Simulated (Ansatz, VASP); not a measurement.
Cd: VASP beside Ansatz

INCAR

```
SYSTEM = Cd
  PREC = Accurate
  ENCUT = 520
  EDIFF = 1E-6
  ISMEAR = 0
  SIGMA = 0.15
  LREAL = .False.
  LASPH = .True.
  NELM = 60
  ALGO = Fast
  ISIF = 2
  LWAVE = .False.
  LCHARG = .False.
  GGA = PS
  NBANDS = 19
```

The input KPOINTS:

```
regular mesh
0
Gamma
  18 18 8
  0 0 0
```

POSCAR

```
Cd
1.0
    2.9788725081      0.0000000000      0.0000000000
   -1.4894362540      2.5797792666      0.0000000000
    0.0000000000      0.0000000000      5.3367675000
Cd
2
Direct
    0.3333333333      0.6666666667      0.2500000000
    0.6666666667      0.3333333333      0.7500000000
```

Input for Ansatz:

```yaml
crystal:
  lattice:
    - [2.9788725081, 0.0, 0.0]
    - [-1.489436254, 2.5797792666, 0.0]
    - [0.0, 0.0, 5.3367675]
  atoms:
    - { symbol: Cd, position: [0.3333333333, 0.6666666667, 0.25] }
    - { symbol: Cd, position: [0.6666666667, 0.3333333333, 0.75] }
basis:
  ecutwfc: 420
kpoints:
  mp_grid: { grid: [18, 18, 8] }
hamiltonian:
  xc: pbesol
scf:
  occupations: { method: gaussian, width: 0.15 }
output:
  forces: true
  stress: true
  eigenvalues: true
```

Change from the starting cell: strain +0.000 along x and y, -0.050 along z, atoms carried along.

Alike in both runs: task single point; functional PBEsol; k mesh 18 × 18 × 8; occupations gaussian, width 0.15 eV; no spin polarisation.

|  | VASP | Ansatz |
| --- | --- | --- |
| version | VASP 6.6.1 | Ansatz 0.2.0 |
| potentials or method | VASP PAW PBE potentials, release 64 (Cd), cutoff 520 eV | scalar-relativistic, plane waves, PAW |
| valence electrons in the cell | 24 | 40 |

```csv
,VASP,Ansatz,Ansatz less VASP
gap on the k mesh at the Fermi level (eV),none,none,-
pressure (GPa),1.4,1.0,-0.45
"traceless stress, the component that is largest in VASP (GPa)",0.75,0.86,+0.105
```

VASP's potentials were made for PBE, not for PBEsol. A gap of «none» marks a metal or a gap that the smearing closes. With one functional, cell and mesh, what is left measures potentials, basis and numerics. VASP's potentials hold 24 valence electrons a cell and Ansatz's 40, so a difference there can come from the potentials and not from the codes.
